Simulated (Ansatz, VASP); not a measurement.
## Two plane-wave programs on SnO

```xyz
8
Lattice="3.8202 0.0000 0.0000 0.0000 3.8202 0.0000 0.0000 0.0000 22.2261" Properties=species:S:1:pos:R:3 pbc="T T T"
Sn    2.8651    0.9550    4.5000
Sn    0.9550    2.8651    6.8630
Sn    0.9550    2.8651   10.6630
Sn    2.8651    0.9550   13.0261
O     0.9550    0.9550    5.6815
O     2.8651    2.8651    5.6815
O     2.8651    2.8651   11.8446
O     0.9550    0.9550   11.8446
```

Alike in both runs: task single point; functional PBE; dispersion D3(BJ); k mesh 7 × 7 × 1; occupations gaussian, width 0.05 eV; no spin polarisation.

|  | VASP | Ansatz |
| --- | --- | --- |
| version | VASP 6.6.1 | Ansatz 0.2.0 |
| potentials or method | VASP PAW PBE potentials, release 64 (Sn_d, O), cutoff 520 eV | scalar-relativistic, plane waves, PAW |
| valence electrons in the cell | 80 | 80 |

Ansatz gave:

| Quantity | Value |
| --- | --- |
| gap on the k mesh at the Fermi level (eV) | 2.00 |
| least direct gap on the mesh (eV) | 2.21 |
| rms of the force components (eV/Å) | 0.100 |

Problem. Estimate VASP's values.

Solution. gap on the k mesh at the Fermi level (eV): 1.99; least direct gap on the mesh (eV): 2.21; rms of the force components (eV/Å): 0.076.
